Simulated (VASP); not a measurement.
# Fe (Im-3m) in VASP: a series of runs

Fe is run at these levels: PBE, r2SCAN; tasks: single point.

All numbers are computed with VASP 6.6.1; they aren't measurements. Logs are shortened: lines on timing, memory, paths and dates and some standing lists are left out, and cuts for length are marked.

### 1 The cell of the first run

Symmetry: Im-3m, No. 229, cubic system. The conventional cell has a = 2.886 Å, b = 2.886 Å, c = 2.886 Å, α = 90.00°, β = 90.00°, γ = 90.00°. Within 3.3 Å of Fe (site symmetry m-3m) lie 14 Fe at 2.50 to 2.89 Å.

### 2 Single point, PBE, collinear spin, ferromagnetic start

The input, INCAR:

```
SYSTEM = Fe
PREC = Accurate ; ENCUT = 520
EDIFF = 1E-7 ; ISMEAR = -1
SIGMA = 0.05 ; LREAL = .FALSE.
LASPH = .TRUE. ; NELM = 150
ALGO = Fast ; ISIF = 2
LWAVE = .FALSE. ; LCHARG = .TRUE.
ISPIN = 2 ; MAGMOM = 4.5
LORBIT = 11 ; LMAXMIX = 4
GGA = PE ; LELF = .TRUE.
LVHAR = .TRUE. ; NBANDS = 14
```

The input, KPOINTS:

```
regular mesh
0
G
  13 13 13
  0 0 0
```

The input, POSCAR:

```
Fe
1.0
   -1.4430000000      1.4430000000      1.4430000000
    1.4430000000     -1.4430000000      1.4430000000
    1.4430000000      1.4430000000     -1.4430000000
Fe
1
Direct
    0.0000000000      0.0000000000      0.0000000000
```

Potentials or basis: VASP PAW PBE potentials, release 64 (Fe).

Run with:

```bash
> cat potpaw_PBE.64/Fe/POTCAR > POTCAR
> mpirun -np 1 vasp_std > vasp.out
```

OUTCAR:

```text
SYSTEM = Fe
   PREC = Accurate
   ENCUT = 520
   EDIFF = 1E-7
   ISMEAR = -1
   LREAL = .FALSE.
   LASPH = .TRUE.
   NELM = 150
   ISIF = 2
   ISPIN = 2
   LORBIT = 11
   GGA = PE

 ion  position               nearest neighbor table
   1  0.000  0.000  0.000-

  LATTYP: Found a body centered cubic cell.
 ALAT       =     2.8860000000

  Lattice vectors:

 A1 = (  -1.4430000000,   1.4430000000,   1.4430000000)
 A2 = (   1.4430000000,  -1.4430000000,   1.4430000000)
 A3 = (   1.4430000000,   1.4430000000,  -1.4430000000)

Analysis of symmetry for initial positions (statically):
=====================================================================
 Subroutine PRICEL returns:
 Original cell was already a primitive cell.

 Routine SETGRP: Setting up the symmetry group for a
 body centered cubic supercell.

 Subroutine GETGRP returns: Found 48 space group operations
 (whereof 48 operations were pure point group operations)
 out of a pool of 48 trial point group operations.

The static configuration has the point symmetry O_h .

Analysis of symmetry for dynamics (positions and initial velocities):
=====================================================================
 Subroutine PRICEL returns:
 Original cell was already a primitive cell.

 Routine SETGRP: Setting up the symmetry group for a
 body centered cubic supercell.

 Subroutine GETGRP returns: Found 48 space group operations
 (whereof 48 operations were pure point group operations)
 out of a pool of 48 trial point group operations.

The dynamic configuration has the point symmetry O_h .

Analysis of structural, dynamic, and magnetic symmetry:
=====================================================================
 Subroutine PRICEL returns:
 Original cell was already a primitive cell.

 Routine SETGRP: Setting up the symmetry group for a
 body centered cubic supercell.

 Subroutine GETGRP returns: Found 48 space group operations
 (whereof 48 operations were pure point group operations)
 out of a pool of 48 trial point group operations.

The overall configuration has the point symmetry O_h .

 Subroutine INISYM returns: Found 48 space group operations
 (whereof 48 operations are pure point group operations),
 and found     1 'primitive' translations

----------------------------------------------------------------------------------------

                                     Primitive cell

  volume of cell :      12.0187

  direct lattice vectors                    reciprocal lattice vectors
    -1.443000000  1.443000000  1.443000000     0.000000000  0.346500347  0.346500347
     1.443000000 -1.443000000  1.443000000     0.346500347  0.000000000  0.346500347
     1.443000000  1.443000000 -1.443000000     0.346500347  0.346500347  0.000000000

  length of vectors
     2.499349315  2.499349315  2.499349315     0.490025489  0.490025489  0.490025489

  position of ions in fractional coordinates (direct lattice)
     0.000000000  0.000000000  0.000000000

  ion indices of the primitive-cell ions
   primitive index   ion index
                 1           1

----------------------------------------------------------------------------------------

 KPOINTS: regular mesh

Automatic generation of k-mesh.
 Grid dimensions read from file:
 generate k-points for:   13   13   13

 Generating k-lattice:

  Cartesian coordinates                     Fractional coordinates (reciprocal lattice)
     0.000000000  0.026653873  0.026653873     0.076923077  0.000000000  0.000000000
     0.026653873  0.000000000  0.026653873     0.000000000  0.076923077  0.000000000
     0.026653873  0.026653873  0.000000000     0.000000000  0.000000000  0.076923077

  Length of vectors
     0.037694268  0.037694268  0.037694268

  Shift w.r.t. Gamma in fractional coordinates (k-lattice)
     0.000000000  0.000000000  0.000000000

 Subroutine IBZKPT returns following result:
 ===========================================

 Found     84 irreducible k-points:

 Following reciprocal coordinates:
            Coordinates               Weight
  0.000000  0.000000  0.000000      1.000000
  0.076923  0.000000  0.000000     12.000000
  0.153846  0.000000  0.000000     12.000000
  0.230769  0.000000  0.000000     12.000000
  0.307692  0.000000  0.000000     12.000000
  0.384615  0.000000  0.000000     12.000000
[... 16 lines left out ...]
  0.153846  0.076923  0.076923     24.000000
  0.230769  0.076923  0.076923     24.000000
 [... further k-points ...]
   k-points           NKPTS =     84   k-points in BZ     NKDIM =     84   number of bands    NBANDS=     14
   number of dos      NEDOS =    301   number of ions     NIONS =      1
   total plane-waves  NPLWV =   8000
   dimension x,y,z NGX =    20 NGY =   20 NGZ =   20
   dimension x,y,z NGXF=    40 NGYF=   40 NGZF=   40
   ions per type =               1
   NGX,Y,Z   is equivalent  to a cutoff of  13.30, 13.30, 13.30 a.u.
   NGXF,Y,Z  is equivalent  to a cutoff of  26.61, 26.61, 26.61 a.u.
 SYSTEM =  Fe
   PREC   = accura    normal or accurate (medium, high low for compatibility)
   ISTART =      0    job   : 0-new  1-cont  2-samecut
   ICHARG =      2    charge: 1-file 2-atom 10-const
   ISPIN  =      2    spin polarized calculation?
   LNONCOLLINEAR =      F non collinear calculations
   LSORBIT =      F    spin-orbit coupling
   LASPH  =      T    aspherical Exc in radial PAW
   ENCUT  =  520.0 eV  38.22 Ry    6.18 a.u.   4.65  4.65  4.65*2*pi/ulx,y,z
   NELM   =    150;   NELMIN=  2; NELMDL= -5     # of ELM steps
   EDIFF  = 0.1E-06   stopping-criterion for ELM
   LREAL  =      F    real-space projection
   EDIFFG = 0.1E-05   stopping-criterion for IOM
   NSW    =      0    number of steps for IOM
   IBRION =     -1    ionic relax: 0-MD 1-quasi-New 2-CG
   NFREE  =      0    steps in history (QN), initial steepest desc. (CG)
   ISIF   =      2    stress and relaxation
   ISYM   =      2    0-nonsym 1-usesym 2-fastsym
   POTIM  = 0.5000    time-step for ionic-motion
   TEBEG  =    0.0;   TEEND  =   0.0 temperature during run
   PSTRESS=    0.0 pullay stress
   NELECT =       8.0000    total number of electrons
   NUPDOWN=      -1.0000    fix difference up-down
   EMIN   =  10.00;   EMAX   =-10.00  energy-range for DOS
   EFERMI =   0.00;   METHOD = LEGACY
   ISMEAR =    -1;   SIGMA  =   0.05  broadening in eV -4-tet -1-fermi 0-gaus
   EFERMI_NEDOS =   21; number of points for ismear=-14 and -15
   IALGO  =     68    algorithm
   IMIX   =      4    mixing-type and parameters
     AMIX     =   0.40;   BMIX     =  1.00
     AMIX_MAG =   1.60;   BMIX_MAG =  1.00
  volume/ion in A,a.u.               =      12.02        81.11
  Fermi-wavevector in a.u.,A,eV,Ry     =   1.429394  2.701162 27.798962  2.043166
  Thomas-Fermi vector in A             =   2.549352
   LORBIT       =     11    0 simple, 1 ext, 2 COOP (PROOUT), +10 PAW based schemes
   GGA     = PE    functional components
   LHFCALC =     F    Hartree Fock is set to
   AEXX    =    0.0000 exact exchange contribution
   IVDW    =     0    specifies the selected vdW correction
   LEPSILON=     F    determine dielectric tensor
   LRPA    =     F    only Hartree local field effects (RPA)
 spin polarized calculation
 RMM-DIIS sequential band-by-band and
  energy-cutoff  :      520.00
  volume of cell :       12.02
 maximum number of plane-waves:       336
   NGX =  9   NGY =  9   NGZ =  9

 number of electron       7.9999995 magnetization       2.2848283

 Free energy of the ion-electron system (eV)
  ---------------------------------------------------
  ext. energy  EPLUGINS =         0.00000000
  ---------------------------------------------------
  free energy    TOTEN  =        -8.22140579 eV

  energy without entropy =       -8.21115439  energy(sigma->0) =       -8.21628009

 E-fermi :   5.2293     XC(G=0): -12.7990

 val. band max:        5.2277742105   @ k =  -0.4615   0.4615   0.4615
 cond. band min:       5.2306566698   @ k =  -0.3846   0.3846   0.2308
 fundamental gap:      0.0028824593
 Fermi energy:         5.2293199505

 spin component 1

 k-point     1 :       0.0000    0.0000    0.0000
  band No.  band energies     occupation
      1      -2.8371      1.00000
      2       3.0425      1.00000
      3       3.0425      1.00000
      4       3.0425      1.00000
      5       4.1548      1.00000
      6       4.1548      1.00000
      7      29.7414      0.00000
      8      29.7414      0.00000
      9      29.7414      0.00000
     10      34.4737      0.00000
     11      34.4737      0.00000
     12      36.5330      0.00000
     13      36.5582      0.00000
     14      36.5593      0.00000
[... 375 lines left out ...]
 k-point    24 :       0.2308    0.0769    0.0769
  band No.  band energies     occupation
      1       0.4610      1.00000
      2       2.2883      1.00000
      3       2.6624      1.00000
      4       4.1140      1.00000
      5       4.2499      1.00000
      6       5.2995      0.19728
      7      18.1224      0.00000
      8      22.1763      0.00000
      9      23.7811      0.00000
     10      31.3082      0.00000
     11      34.9985      0.00000
     12      37.2925      0.00000
     13      39.1221      0.00000
     14      42.3676      0.00000

 [... further k-points ...]

 spin component 2

 k-point     1 :       0.0000    0.0000    0.0000
  band No.  band energies     occupation
      1      -2.6913      1.00000
      2       5.0625      0.96565
      3       5.0626      0.96557
      4       5.0626      0.96556
      5       6.9788      0.00000
      6       6.9790      0.00000
      7      29.4451      0.00000
      8      29.4451      0.00000
      9      29.4451      0.00000
     10      34.6222      0.00000
     11      34.6222      0.00000
     12      37.7039      0.00000
     13      37.7084      0.00000
     14      37.7084      0.00000
[... 375 lines left out ...]
 k-point    24 :       0.2308    0.0769    0.0769
  band No.  band energies     occupation
      1       0.8993      1.00000
      2       4.1249      1.00000
      3       4.3329      1.00000
      4       6.7946      0.00000
      5       7.0932      0.00000
      6       7.3702      0.00000
      7      18.8645      0.00000
      8      22.5418      0.00000
      9      24.4828      0.00000
     10      31.3074      0.00000
     11      35.5554      0.00000
     12      37.5216      0.00000
     13      39.4053      0.00000
     14      42.8469      0.00000

 [... further k-points ...]
[... 5 lines left out ...]
  --------------------------------------------------------------------------------------
  -------------------------------------------------------------------------------------
  Total       -0.6814179     -0.6814179     -0.6814179      0.0000000      0.0000000      0.0000000
  in kB      -90.8374876    -90.8374876    -90.8374876      0.0000000      0.0000000      0.0000000
  external PRESSURE =     -90.8374876 kB  Pullay stress =       0.0000000 kB

 VOLUME and BASIS-vectors are now :
 -----------------------------------------------------------------------------
  energy-cutoff  :      520.00
  volume of cell :       12.02
      direct lattice vectors                 reciprocal lattice vectors
    -1.443000000  1.443000000  1.443000000     0.000000000  0.346500347  0.346500347
     1.443000000 -1.443000000  1.443000000     0.346500347  0.000000000  0.346500347
     1.443000000  1.443000000 -1.443000000     0.346500347  0.346500347  0.000000000

 POSITION                                       TOTAL-FORCE (eV/Angst)
 -----------------------------------------------------------------------------------
      0.00000      0.00000      0.00000        -0.000000     -0.000000      0.000000
 -----------------------------------------------------------------------------------
    total drift:                                0.000000     -0.000000      0.000000

  FREE ENERGIE OF THE ION-ELECTRON SYSTEM (eV)
  ---------------------------------------------------
  free  energy   TOTEN  =        -8.2214057872 eV

  energy  without entropy=       -8.2111543925  energy(sigma->0) =       -8.21628009

 total charge

# of ion       s       p       d       tot
------------------------------------------
    1        0.464   0.492   6.201   7.157

 magnetization (x)

# of ion       s       p       d       tot
------------------------------------------
    1       -0.014  -0.058   2.367   2.295
```

It took 37 s on 1 thread of Intel Xeon Platinum 8175M at 2.50GHz (Skylake/Cascade Lake), shared host; peak memory 0.15 GiB.

What came out:

```yaml
Free_energy: -8.2214 eV
Pressure: -9.1 GPa
Net_moment: 2.28 μB per cell
Site_moments: Fe +2.29 μB
Valence_electrons_inside_the_program's_atomic_spheres: Fe 7.16
```

### 3 Single point, r2SCAN, collinear spin, ferromagnetic start

This run uses another cell than the first one, of 11.30 Å³/atom, 0.940 times its volume.

The input, POSCAR:

```
Fe
1.0
   -1.4135427549      1.4135427549      1.4135427549
    1.4135427549     -1.4135427549      1.4135427549
    1.4135427549      1.4135427549     -1.4135427549
Fe
1
Direct
    0.0000000000      0.0000000000      0.0000000000
```

The input, INCAR.step1:

```
SYSTEM = Fe
PREC     = Accurate       ! precision mode
ENCUT    = 520            ! plane-wave cutoff, eV
ISMEAR   = -1             ! smearing method
SIGMA    = 0.05           ! smearing width, eV
LREAL    = .FALSE.        ! projectors in reciprocal space
LASPH    = .TRUE.         ! aspherical terms in the spheres
NELM     = 150            ! most SCF steps
ISPIN    = 2              ! spin polarisation
MAGMOM   = 3              ! initial moments
LMAXMIX  = 4              ! l up to which the mixer works
NBANDS   = 14             ! bands
GGA      = PE             ! functional
ALGO     = Normal         ! electronic algorithm
EDIFF    = 1E-4           ! SCF threshold, eV
LWAVE    = .TRUE.         ! write WAVECAR
LCHARG   = .FALSE.        ! write CHGCAR
```

The input, INCAR.step2:

```
SYSTEM = Fe
PREC     = Accurate       ! precision mode
ENCUT    = 520            ! plane-wave cutoff, eV
EDIFF    = 1E-6           ! SCF threshold, eV
ISMEAR   = -1             ! smearing method
SIGMA    = 0.05           ! smearing width, eV
LREAL    = .FALSE.        ! projectors in reciprocal space
LASPH    = .TRUE.         ! aspherical terms in the spheres
NELM     = 150            ! most SCF steps
ALGO     = Normal         ! electronic algorithm
ISIF     = 2              ! what is computed and relaxed
LWAVE    = .FALSE.        ! write WAVECAR
LCHARG   = .FALSE.        ! write CHGCAR
ISPIN    = 2              ! spin polarisation
MAGMOM   = 3              ! initial moments
LORBIT   = 11             ! projections on sites
LMAXMIX  = 4              ! l up to which the mixer works
METAGGA  = R2SCAN         ! meta-GGA
LMIXTAU  = .TRUE.       
NBANDS   = 14             ! bands
ISTART   = 1
```

The input, KPOINTS:

```
Automatic mesh
0
G
  13 13 13
  0 0 0
```

Potentials or basis: VASP PAW PBE potentials, release 64 (Fe).

Run with:

```bash
> cat potpaw_PBE.64/Fe/POTCAR > POTCAR
> cp INCAR.step1 INCAR
> mpirun -np 1 vasp_std > vasp.out
> cp INCAR.step2 INCAR
> mpirun -np 1 vasp_std > vasp.out
```

It took 40 s on 1 thread of Intel Xeon 6975P-C (Granite Rapids), shared host; peak memory 0.14 GiB.

Results (log left out):

| Property | Result |
| --- | --- |
| Free energy | -14.3550 eV |
| Pressure | 8.7 GPa |
| Net moment | 2.64 μB per cell |
| Site moments | Fe +2.69 μB |
| Valence electrons inside the program's atomic spheres | Fe 7.29 |

Levels at points of the mesh, in eV from the Fermi level:
Spin up:
| k point | band 2 | band 3 | band 4 | band 5 | band 6 | band 7 | band 8 | band 9 |
| --- | --- | --- | --- | --- | --- | --- | --- | --- |
| (0.00, 0.00, 0.00) | -3.04 | -3.04 | -3.04 | -1.74 | -1.74 | 26.14 | 26.14 | 26.14 |
Spin down:
| k point | band 1 | band 2 | band 3 | band 4 | band 5 | band 6 |
| --- | --- | --- | --- | --- | --- | --- |
| (0.00, 0.00, 0.00) | -9.25 | 0.36 | 0.36 | 0.36 | 2.65 | 2.65 |

Caveat: the PAW data sets were made with another functional, which shifts forces and pressure a little.

### 4 Single point, r2SCAN, collinear spin, ferromagnetic start

This run uses another cell than the first one, of 11.54 Å³/atom, 0.960 times its volume.

The input, POSCAR:

```
Fe
1.0
   -1.4234976093      1.4234976093      1.4234976093
    1.4234976093     -1.4234976093      1.4234976093
    1.4234976093      1.4234976093     -1.4234976093
Fe
1
Direct
    0.0000000000      0.0000000000      0.0000000000
```

The input, INCAR.step1:

```
PREC     = Accurate       # precision mode
ENCUT    = 520            # plane-wave cutoff, eV
ISMEAR   = -1             # smearing method
SIGMA    = 0.05           # smearing width, eV
LREAL    = False          # projectors in reciprocal space
LASPH    = True           # aspherical terms in the spheres
NELM     = 150            # most SCF steps
ISPIN    = 2              # spin polarisation
MAGMOM   = 3              # initial moments
LMAXMIX  = 4              # l up to which the mixer works
NBANDS   = 14             # bands
GGA      = PE             # functional
ALGO     = Normal         # electronic algorithm
EDIFF    = 1E-4           # SCF threshold, eV
LWAVE    = True           # write WAVECAR
LCHARG   = False          # write CHGCAR
```

The input, INCAR.step2:

```
PREC     = Accurate       # precision mode
ENCUT    = 520            # plane-wave cutoff, eV
EDIFF    = 1E-6           # SCF threshold, eV
ISMEAR   = -1             # smearing method
SIGMA    = 0.05           # smearing width, eV
LREAL    = False          # projectors in reciprocal space
LASPH    = True           # aspherical terms in the spheres
NELM     = 150            # most SCF steps
ALGO     = Normal         # electronic algorithm
ISIF     = 2              # what is computed and relaxed
LWAVE    = False          # write WAVECAR
LCHARG   = False          # write CHGCAR
ISPIN    = 2              # spin polarisation
MAGMOM   = 3              # initial moments
LORBIT   = 11             # projections on sites
LMAXMIX  = 4              # l up to which the mixer works
METAGGA  = R2SCAN         # meta-GGA
LMIXTAU  = True         
NBANDS   = 14             # bands
ISTART   = 1
```

The input, KPOINTS:

```
regular mesh
0
Gamma
  13 13 13
```

Run with:

```bash
> cat potpaw_PBE.64/Fe/POTCAR > POTCAR
> cp INCAR.step1 INCAR
> mpirun -np 1 vasp_std > vasp.out
> cp INCAR.step2 INCAR
> mpirun -np 1 vasp_std > vasp.out
```

Wall time 40 s (1 thread of Intel Xeon 6975P-C (Granite Rapids), shared host); peak memory 0.14 GiB.

It converged, with:

```
Free energy                                           : -14.3644 eV
Pressure                                              : 3.9 GPa
Net moment                                            : 2.65 μB per cell
Site moments                                          : Fe +2.71 μB
Valence electrons inside the program's atomic spheres : Fe 7.24
```

Levels at points of the mesh, in eV from the Fermi level:
Spin up:
```tsv
k point	band 3	band 4	band 5	band 6	band 7	band 8
(0.00, 0.00, 0.00)	-3.05	-3.05	-1.81	-1.81	25.88	25.88
```
Spin down:
```
           k point  band 1  band 2  band 3  band 4  band 5  band 6
(0.00, 0.00, 0.00)   -9.18    0.36    0.36    0.36    2.61    2.61
```

Caveat: the PAW data sets were made with another functional, which shifts forces and pressure a little.

(Continued in part 2 of 2.)
